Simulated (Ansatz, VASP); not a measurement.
## Sn3Se: VASP beside Ansatz

Contents of INCAR:

```
  ALGO = Normal
  EDIFF = 1E-6
  ENCUT = 520
  GGA = PE
  ISIF = 2
  ISMEAR = 0
  LASPH = True
  LCHARG = True
  LELF = True
  LREAL = False
  LVHAR = True
  LWAVE = False
  NBANDS = 32
  NELM = 100
  PREC = Accurate
  SIGMA = 0.15
```

Contents of KPOINTS:

```
k-points
0
Gamma
  10 10 10
```

POSCAR

```
Sn3Se
1.0
    4.7527271798      0.0000000000      0.0000000000
    0.0000000000      4.7527271798      0.0000000000
    0.0000000000      0.0000000000      4.7527271798
Sn Se
3 1
Direct
    0.0000000000      0.5000000000      0.5000000000
    0.5000000000      0.0000000000      0.5000000000
    0.5000000000      0.5000000000      0.0000000000
    0.0000000000      0.0000000000      0.0000000000
```

Input for Ansatz:

```yaml
crystal:
  lattice:
    - [4.7527271798, 0.0, 0.0]
    - [0.0, 4.7527271798, 0.0]
    - [0.0, 0.0, 4.7527271798]
  atoms:
    - { symbol: Sn, position: [0.0, 0.5, 0.5] }
    - { symbol: Sn, position: [0.5, 0.0, 0.5] }
    - { symbol: Sn, position: [0.5, 0.5, 0.0] }
    - { symbol: Se, position: [0.0, 0.0, 0.0] }
basis:
  ecutwfc: 420
kpoints:
  mp_grid: { grid: [10, 10, 10] }
hamiltonian:
  xc: pbe
scf:
  occupations: { method: gaussian, width: 0.15 }
output:
  forces: true
  stress: true
  eigenvalues: true
```

Alike in both runs: task single point; functional PBE; k mesh 10 × 10 × 10; occupations gaussian, width 0.15 eV; no spin polarisation.

|  | VASP | Ansatz |
| --- | --- | --- |
| version | VASP 6.6.1 | Ansatz 0.2.0 |
| potentials or method | VASP PAW PBE potentials, release 64 (Sn_d, Se), cutoff 520 eV | scalar-relativistic, plane waves, PAW |
| valence electrons in the cell | 48 | 58 |

Ansatz gave:

* gap on the k mesh at the Fermi level (eV): none
* pressure (GPa): 0.0

Question: What did VASP give for the same quantities?

Answer: gap on the k mesh at the Fermi level (eV): none; pressure (GPa): -0.1.

A gap of «none» marks a metal or a gap that the smearing closes. With one functional, cell and mesh, what is left measures potentials, basis and numerics. VASP's potentials hold 48 valence electrons a cell and Ansatz's 58, so a difference there can come from the potentials and not from the codes.
